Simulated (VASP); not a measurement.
CdSe (de600), 4 atoms in the cell. Symmetry: P6_3mc, No. 186, hexagonal system. The conventional cell has a = 4.346 Å, b = 4.346 Å, c = 7.090 Å, α = 90.00°, β = 90.00°, γ = 120.00°. Within 3.5 Å of Cd (site symmetry 3m) lie 4 Se at 2.66 to 2.67 Å. Se (site symmetry 3m) has 4 Cd at 2.66 to 2.67 Å within 3.5 Å. 

| Property | Result |
| --- | --- |
| Program | VASP 6.6.1 |
| Task | single point |
| Functional | LDA |
| Potentials or basis | VASP PAW LDA potentials, release 64 (Cd, Se) |
| Cutoff | 520 eV |
| k mesh | 6 × 6 × 4 |
| Occupations | gaussian, width 0.1 eV |
| Spin | no spin polarisation |
| Dipole correction | no |
| Further INCAR settings | ALGO = Normal; EDIFF = 1e-07; NBANDS = 26 |

Potentials or basis: VASP PAW LDA potentials, release 64 (Cd, Se).

Run with:

```sh
$ cat potpaw_LDA.64/Cd/POTCAR potpaw_LDA.64/Se/POTCAR > POTCAR
$ mpirun -np 1 vasp_std > vasp.out
```

Hardware: 1 thread of AMD EPYC 9R45 96-Core Processor (Zen 5), on a shared host.

Question: How long does it take, and how much memory?

Answer: Run time: 26 s on 1 thread of AMD EPYC 9R45 96-Core Processor (Zen 5), on a shared host, peak memory 0.18 GiB. Counts: scf iterations 15, k points 21.
